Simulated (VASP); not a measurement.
GaN, 6 atoms in the cell. The cell holds a slab with vacuum, 6 atoms: a = 3.216 Å, b = 4.548 Å, c = 19.216 Å, α = 90.00°, β = 90.00°, γ = 90.00°. 

| Property | Result |
| --- | --- |
| Program | VASP 6.6.1 |
| Task | single point |
| Functional | PBE |
| Potentials or basis | VASP PAW PBE potentials, release 64 (Ga_d, N) |
| Cutoff | 520 eV |
| k mesh | 8 × 6 × 1 |
| Occupations | fermi-dirac, width 0.02 eV |
| Spin | no spin polarisation |
| Dipole correction | yes |
| Further INCAR settings | ALGO = Normal; EDIFF = 1e-06; NBANDS = 36 |

Potentials or basis: VASP PAW PBE potentials, release 64 (Ga_d, N).

Launch:

```console
$ cat potpaw_PBE.64/Ga_d/POTCAR potpaw_PBE.64/N/POTCAR > POTCAR
$ mpirun -np 1 vasp_std > vasp.out
```

Hardware: 1 thread of Intel(R) Xeon(R) 6975P-C (Granite Rapids), on a shared host.

Problem. How long does it take, and how much memory?

Solution. Wall time 3.3 min on 1 thread of Intel(R) Xeon(R) 6975P-C (Granite Rapids), on a shared host, peak memory 0.43 GiB. Counts: scf iterations 25, k points 20.
